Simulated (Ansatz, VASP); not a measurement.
# Zn in VASP and in Ansatz

```
Zn
1.0
    -1.53007    1.53007    1.54538
     1.53007   -1.53007    1.54538
     1.53007    1.53007   -1.54538
Zn
1
Cartesian
  0.0000 0.0000 0.0000
```

Change from the starting cell: normal strain along x +0.0000, normal strain along z +0.0100.

Alike in both runs: task single point; functional PBEsol; k mesh 20 × 20 × 20; occupations gaussian, width 0.15 eV; no spin polarisation.

|  | VASP | Ansatz |
| --- | --- | --- |
| version | VASP 6.6.1 | Ansatz 0.2.0 |
| potentials or method | VASP PAW PBE potentials, release 64 (Zn), cutoff 520 eV | scalar-relativistic, plane waves, PAW |
| valence electrons in the cell | 12 | 12 |

```tsv
	VASP	Ansatz	Ansatz less VASP
gap on the k mesh at the Fermi level (eV)	none	none	-
pressure (GPa)	-0.5	-1.0	-0.50
traceless stress, the component that is largest in VASP (GPa)	0.37	0.38	+0.008
```

VASP's potentials were made for PBE, not for PBEsol. A gap of «none» marks a metal or a gap that the smearing closes. The functional is the same, so the differences come from potentials, cutoffs and numerics.
